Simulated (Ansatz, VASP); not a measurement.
## One calculation of Ca, two programs

INCAR

```
SYSTEM = Ca
PREC = Accurate
ENCUT = 520
EDIFF = 1E-6
ISMEAR = -1
SIGMA = 0.08
LREAL = .FALSE.
LASPH = .TRUE.
NELM = 100
ALGO = Normal
ISIF = 2
LWAVE = .FALSE.
LCHARG = .FALSE.
GGA = PS
NBANDS = 11
```

Contents of KPOINTS:

```
regular mesh
0
G
  11 11 11
  0 0 0
```

POSCAR

```
Ca
1.0
    3.0740063597      0.0000000000      0.0000000000
    0.0000000000      3.0740063597      0.0000000000
    0.0000000000      0.0000000000      3.0740063597
Ca
1
Direct
    0.0000000000      0.0000000000      0.0000000000
```

Input for Ansatz:

```yaml
crystal:
  lattice:
    - [3.0740063597, 0.0, 0.0]
    - [0.0, 3.0740063597, 0.0]
    - [0.0, 0.0, 3.0740063597]
  atoms:
    - { symbol: Ca, position: [0.0, 0.0, 0.0] }
kpoints:
  mp_grid: { grid: [11, 11, 11] }
scf:
  occupations: { method: fermi_dirac, width: 0.08 }
hamiltonian:
  xc: pbesol
  pseudopotentials: { kind: all_electron, lapw: { basis_error: 0.001 } }
output:
  forces: true
  stress: true
  eigenvalues: true
  populations: true
```

Change from the starting cell: volume scaled by 0.7, LAPW.

Alike in both runs: task single point; functional PBEsol; k mesh 11 × 11 × 11; occupations fermi-dirac, width 0.08 eV; no spin polarisation.

|  | VASP | Ansatz |
| --- | --- | --- |
| version | VASP 6.6.1 | Ansatz 0.2.0 |
| potentials or method | VASP PAW PBE potentials, release 64 (Ca_sv), cutoff 520 eV | all-electron LAPW, scalar-relativistic |

```csv
,VASP,Ansatz,Ansatz less VASP
pressure (GPa),7.0,6.9,-0.03
```

VASP's potentials were made for PBE, not for PBEsol. Ansatz ran all-electron here, and VASP with PAW potentials.
